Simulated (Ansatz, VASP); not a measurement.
**AlNi: VASP beside Ansatz**

```
Ni Al
1.0
     2.68600    0.00000    0.00000
     0.00000    2.68600    0.00000
     0.00000    0.00000    2.68600
Ni Al
1 1
Direct
  0.00000 0.00000 0.00000
  0.50000 0.50000 0.50000
```

Change from the starting cell: volume scaled by 0.8, LAPW.

Alike in both runs: task single point; functional PBE; k mesh 14 × 14 × 14; occupations fermi-dirac, width 0.08 eV; no spin polarisation.

```csv
,VASP,Ansatz
version,VASP 6.6.1,Ansatz 0.2.0
potentials or method,"VASP PAW PBE potentials, release 64 (Ni, Al), cutoff 520 eV","all-electron LAPW, scalar-relativistic"
```

```csv
,VASP,Ansatz,Ansatz less VASP
pressure (GPa),57.4,57.3,-0.12
```

Both programs put the cell under a high pressure, so it lies far from rest at this level. Ansatz ran all-electron here, and VASP with PAW potentials.
